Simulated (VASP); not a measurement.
# SnTe (zincblende type) (F-43m) in VASP: single point with PBE

Aim: the single point of SnTe (zincblende type) with PBE.

All numbers are computed with VASP 6.6.1; they aren't measurements. Logs are shortened: lines on timing, memory, paths and dates and some standing lists are left out, and cuts for length are marked.

## 1. The cell of the first run

It takes space group F-43m (No. 216, cubic). Conventional cell: a = 6.388 Å, b = 6.388 Å, c = 6.388 Å, α = 90.00°, β = 90.00°, γ = 90.00°. Sn (site symmetry -43m) has 4 Te at 2.77 Å within 3.6 Å. Te (site symmetry -43m) has 4 Sn at 2.77 Å within 3.6 Å.

## 2. Single point, PBE

Contents of INCAR:

```
SYSTEM = SnTe
PREC = Accurate
ENCUT = 520
EDIFF = 1E-6
ISMEAR = -1
SIGMA = 0.1
LREAL = .False.
LASPH = .True.
NELM = 80
ALGO = Normal
ISIF = 2
LWAVE = .False.
LCHARG = .True.
GGA = PE
LELF = .True.
LVHAR = .True.
NBANDS = 17
```

Contents of KPOINTS:

```
regular mesh
0
Gamma
  12 12 12
  0 0 0
```

Contents of POSCAR:

```
SnTe
1.0
    0.0000000000      3.1939183442      3.1939183442
    3.1939183442      0.0000000000      3.1939183442
    3.1939183442      3.1939183442      0.0000000000
Sn Te
1 1
Direct
    0.0000000000      0.0000000000      0.0000000000
    0.2500000000      0.2500000000      0.2500000000
```

Potentials or basis: VASP PAW PBE potentials, release 64 (Sn_d, Te).

Run with:

```console
cat potpaw_PBE.64/Sn_d/POTCAR potpaw_PBE.64/Te/POTCAR > POTCAR
mpirun -np 1 vasp_std > vasp.out
```

OUTCAR:

```text
SYSTEM = SnTe
   PREC = Accurate
   ENCUT = 520
   EDIFF = 1E-6
   ISMEAR = -1
   LREAL = .False.
   LASPH = .True.
   NELM = 80
   ISIF = 2
   GGA = PE

 ion  position               nearest neighbor table
   1  0.000  0.000  0.000-   2 2.77   2 2.77   2 2.77   2 2.77
   2  0.250  0.250  0.250-   1 2.77   1 2.77   1 2.77   1 2.77

  LATTYP: Found a face centered cubic cell.
 ALAT       =     6.3878366884

  Lattice vectors:

 A1 = (   0.0000000000,   3.1939183442,   3.1939183442)
 A2 = (   3.1939183442,   0.0000000000,   3.1939183442)
 A3 = (   3.1939183442,   3.1939183442,   0.0000000000)

Analysis of symmetry for initial positions (statically):
=====================================================================
 Subroutine PRICEL returns:
 Original cell was already a primitive cell.

 Routine SETGRP: Setting up the symmetry group for a
 face centered cubic supercell.

 Subroutine GETGRP returns: Found 24 space group operations
 (whereof 24 operations were pure point group operations)
 out of a pool of 48 trial point group operations.

The static configuration has the point symmetry T_d .

Analysis of symmetry for dynamics (positions and initial velocities):
=====================================================================
 Subroutine PRICEL returns:
 Original cell was already a primitive cell.

 Routine SETGRP: Setting up the symmetry group for a
 face centered cubic supercell.

 Subroutine GETGRP returns: Found 24 space group operations
 (whereof 24 operations were pure point group operations)
 out of a pool of 48 trial point group operations.

The dynamic configuration has the point symmetry T_d .

 Subroutine INISYM returns: Found 24 space group operations
 (whereof 24 operations are pure point group operations),
 and found     1 'primitive' translations

----------------------------------------------------------------------------------------

                                     Primitive cell

  volume of cell :      65.1631

  direct lattice vectors                    reciprocal lattice vectors
     0.000000000  3.193918344  3.193918344    -0.156547521  0.156547521  0.156547521
     3.193918344  0.000000000  3.193918344     0.156547521 -0.156547521  0.156547521
     3.193918344  3.193918344  0.000000000     0.156547521  0.156547521 -0.156547521

  length of vectors
     4.516882639  4.516882639  4.516882639     0.271148261  0.271148261  0.271148261

  position of ions in fractional coordinates (direct lattice)
     0.000000000  0.000000000  0.000000000
     0.250000000  0.250000000  0.250000000

  ion indices of the primitive-cell ions
   primitive index   ion index
                 1           1
                 2           2

----------------------------------------------------------------------------------------

 KPOINTS: regular mesh

Automatic generation of k-mesh.
 Grid dimensions read from file:
 generate k-points for:   12   12   12

 Generating k-lattice:

  Cartesian coordinates                     Fractional coordinates (reciprocal lattice)
    -0.013045627  0.013045627  0.013045627     0.083333333  0.000000000  0.000000000
     0.013045627 -0.013045627  0.013045627     0.000000000  0.083333333  0.000000000
     0.013045627  0.013045627 -0.013045627     0.000000000  0.000000000  0.083333333

  Length of vectors
     0.022595688  0.022595688  0.022595688

  Shift w.r.t. Gamma in fractional coordinates (k-lattice)
     0.000000000  0.000000000  0.000000000

 Subroutine IBZKPT returns following result:
 ===========================================

 Found     72 irreducible k-points:

 Following reciprocal coordinates:
            Coordinates               Weight
  0.000000  0.000000  0.000000      1.000000
  0.083333  0.000000  0.000000      8.000000
  0.166667  0.000000  0.000000      8.000000
  0.250000  0.000000  0.000000      8.000000
  0.333333  0.000000  0.000000      8.000000
  0.416667  0.000000  0.000000      8.000000
[... 16 lines left out ...]
  0.500000  0.166667  0.000000     24.000000
 -0.416667  0.166667  0.000000     24.000000
 [... further k-points ...]
   k-points           NKPTS =     72   k-points in BZ     NKDIM =     72   number of bands    NBANDS=     17
   number of dos      NEDOS =    301   number of ions     NIONS =      2
   total plane-waves  NPLWV =  46656
   dimension x,y,z NGX =    36 NGY =   36 NGZ =   36
   dimension x,y,z NGXF=    72 NGYF=   72 NGZF=   72
   ions per type =               1   1
   NGX,Y,Z   is equivalent  to a cutoff of  13.25, 13.25, 13.25 a.u.
   NGXF,Y,Z  is equivalent  to a cutoff of  26.50, 26.50, 26.50 a.u.
 SYSTEM =  SnTe
   PREC   = accura    normal or accurate (medium, high low for compatibility)
   ISTART =      0    job   : 0-new  1-cont  2-samecut
   ICHARG =      2    charge: 1-file 2-atom 10-const
   ISPIN  =      1    spin polarized calculation?
   LNONCOLLINEAR =      F non collinear calculations
   LSORBIT =      F    spin-orbit coupling
   LASPH  =      T    aspherical Exc in radial PAW
   ENCUT  =  520.0 eV  38.22 Ry    6.18 a.u.   8.40  8.40  8.40*2*pi/ulx,y,z
   NELM   =     80;   NELMIN=  2; NELMDL= -5     # of ELM steps
   EDIFF  = 0.1E-05   stopping-criterion for ELM
   LREAL  =      F    real-space projection
   EDIFFG = 0.1E-04   stopping-criterion for IOM
   NSW    =      0    number of steps for IOM
   IBRION =     -1    ionic relax: 0-MD 1-quasi-New 2-CG
   NFREE  =      0    steps in history (QN), initial steepest desc. (CG)
   ISIF   =      2    stress and relaxation
   ISYM   =      2    0-nonsym 1-usesym 2-fastsym
   POTIM  = 0.5000    time-step for ionic-motion
   TEBEG  =    0.0;   TEEND  =   0.0 temperature during run
   PSTRESS=    0.0 pullay stress
   NELECT =      20.0000    total number of electrons
   NUPDOWN=      -1.0000    fix difference up-down
   EMIN   =  10.00;   EMAX   =-10.00  energy-range for DOS
   EFERMI =   0.00;   METHOD = LEGACY
   ISMEAR =    -1;   SIGMA  =   0.10  broadening in eV -4-tet -1-fermi 0-gaus
   EFERMI_NEDOS =   21; number of points for ismear=-14 and -15
   IALGO  =     38    algorithm
   IMIX   =      4    mixing-type and parameters
     AMIX     =   0.40;   BMIX     =  1.00
     AMIX_MAG =   1.60;   BMIX_MAG =  1.00
  volume/ion in A,a.u.               =      32.58       219.87
  Fermi-wavevector in a.u.,A,eV,Ry     =   1.104293  2.086811 16.591805  1.219463
  Thomas-Fermi vector in A             =   2.240764
   LORBIT       =      0    0 simple, 1 ext, 2 COOP (PROOUT), +10 PAW based schemes
   GGA     = PE    functional components
   LHFCALC =     F    Hartree Fock is set to
   AEXX    =    0.0000 exact exchange contribution
   IVDW    =     0    specifies the selected vdW correction
   LEPSILON=     F    determine dielectric tensor
   LRPA    =     F    only Hartree local field effects (RPA)
 non-spin polarized calculation
  energy-cutoff  :      520.00
  volume of cell :       65.16
 maximum number of plane-waves:      1807
 NGX is ok and might be reduce to    36
   NGX = 17   NGY = 17   NGZ = 17

 number of electron      20.0000003 magnetization

 Free energy of the ion-electron system (eV)
  ---------------------------------------------------
  ext. energy  EPLUGINS =         0.00000000
  ---------------------------------------------------
  free energy    TOTEN  =        -5.93253447 eV

  energy without entropy =       -5.90366530  energy(sigma->0) =       -5.91809989

 E-fermi :   6.9045     XC(G=0):  -9.0892

 val. band max:        6.8982081223   @ k =   0.4167   0.3333   0.0833
 cond. band min:       6.9075453468   @ k =  -0.4167   0.3333   0.1667
 fundamental gap:      0.0093372245
 Fermi energy:         6.9044892678

 k-point     1 :       0.0000    0.0000    0.0000
  band No.  band energies     occupation
      1     -15.2183      2.00000
      2     -15.2183      2.00000
      3     -15.2183      2.00000
      4     -15.1664      2.00000
      5     -15.1664      2.00000
      6      -7.0331      2.00000
[... 9 lines left out ...]
     16      13.3850      0.00000
     17      14.4063      0.00000

 k-point     2 :       0.0833    0.0000    0.0000
  band No.  band energies     occupation
      1     -15.2190      2.00000
      2     -15.2177      2.00000
      3     -15.2177      2.00000
      4     -15.1664      2.00000
      5     -15.1664      2.00000
      6      -6.9772      2.00000
[... 9 lines left out ...]
     16      12.9898      0.00000
     17      14.1431      0.00000

 k-point     3 :       0.1667    0.0000    0.0000
  band No.  band energies     occupation
      1     -15.2211      2.00000
      2     -15.2161      2.00000
      3     -15.2161      2.00000
      4     -15.1664      2.00000
      5     -15.1664      2.00000
      6      -6.8147      2.00000
[... 9 lines left out ...]
     16      12.5799      0.00000
     17      13.8463      0.00000

 k-point     4 :       0.2500    0.0000    0.0000
  band No.  band energies     occupation
      1     -15.2239      2.00000
      2     -15.2140      2.00000
      3     -15.2140      2.00000
      4     -15.1664      2.00000
      5     -15.1664      2.00000
      6      -6.5645      2.00000
[... 9 lines left out ...]
     16      12.5192      0.00000
     17      14.3845      0.00000
[... 343 lines left out ...]
      1     -15.2314      2.00000
      2     -15.2094      2.00000
      3     -15.2084      2.00000
      4     -15.1682      2.00000
      5     -15.1649      2.00000
      6      -6.0044      2.00000
[... 9 lines left out ...]
     16      14.3578      0.00000
     17      15.2381      0.00000

 k-point    23 :       0.5000    0.1667    0.0000
  band No.  band energies     occupation
      1     -15.2321      2.00000
      2     -15.2088      2.00000
      3     -15.2078      2.00000
      4     -15.1676      2.00000
      5     -15.1652      2.00000
      6      -5.7930      2.00000
[... 9 lines left out ...]
     16      14.3576      0.00000
     17      14.7410      0.00000

 k-point    24 :      -0.4167    0.1667    0.0000
  band No.  band energies     occupation
      1     -15.2317      2.00000
      2     -15.2087      2.00000
      3     -15.2082      2.00000
      4     -15.1669      2.00000
      5     -15.1659      2.00000
      6      -5.7615      2.00000
[... 9 lines left out ...]
     16      13.8595      0.00000
     17      15.6103      0.00000

 [... further k-points ...]
[... 5 lines left out ...]
  --------------------------------------------------------------------------------------
  -------------------------------------------------------------------------------------
  Total        6.9073387      6.9073387      6.9073387      0.0000000     -0.0000000      0.0000000
  in kB      169.8321525    169.8321525    169.8321525      0.0000000     -0.0000000      0.0000000
  external PRESSURE =     169.8321525 kB  Pullay stress =       0.0000000 kB

 VOLUME and BASIS-vectors are now :
 -----------------------------------------------------------------------------
  energy-cutoff  :      520.00
  volume of cell :       65.16
      direct lattice vectors                 reciprocal lattice vectors
     0.000000000  3.193918344  3.193918344    -0.156547521  0.156547521  0.156547521
     3.193918344  0.000000000  3.193918344     0.156547521 -0.156547521  0.156547521
     3.193918344  3.193918344  0.000000000     0.156547521  0.156547521 -0.156547521

 POSITION                                       TOTAL-FORCE (eV/Angst)
 -----------------------------------------------------------------------------------
      0.00000      0.00000      0.00000        -0.000000     -0.000000     -0.000000
      1.59696      1.59696      1.59696         0.000000      0.000000      0.000000
 -----------------------------------------------------------------------------------
    total drift:                               -0.000000     -0.000000     -0.000000

  FREE ENERGIE OF THE ION-ELECTRON SYSTEM (eV)
  ---------------------------------------------------
  free  energy   TOTEN  =        -5.9325344692 eV

  energy  without entropy=       -5.9036653021  energy(sigma->0) =       -5.91809989
```

It took 58 s on 1 thread of Intel Xeon Platinum 8259CL at 2.50GHz (Skylake/Cascade Lake), shared host; peak memory 0.25 GiB.

What came out:

* Free energy: -5.9325 eV
* Pressure: 17.0 GPa
* Band gap on the k mesh: zero (band 10 reaches 7.58 eV, above the bottom of band 11 at 6.16 eV)

Levels at points of the mesh, in eV from the Fermi level:
```csv
k point,band 8,band 9,band 10,band 11,band 12,band 13
"(0.00, 0.00, 0.00)",-2.85,-2.85,-2.85,0.63,0.63,0.63
"(0.50, 0.00, 0.00)",-3.72,-3.72,-2.28,1.62,1.62,4.40
"(0.50, 0.50, 0.00)",-4.80,-4.80,-1.02,-0.74,5.46,5.46
```

Caveat: spin-orbit coupling is left out, which moves the levels of the heavy elements.
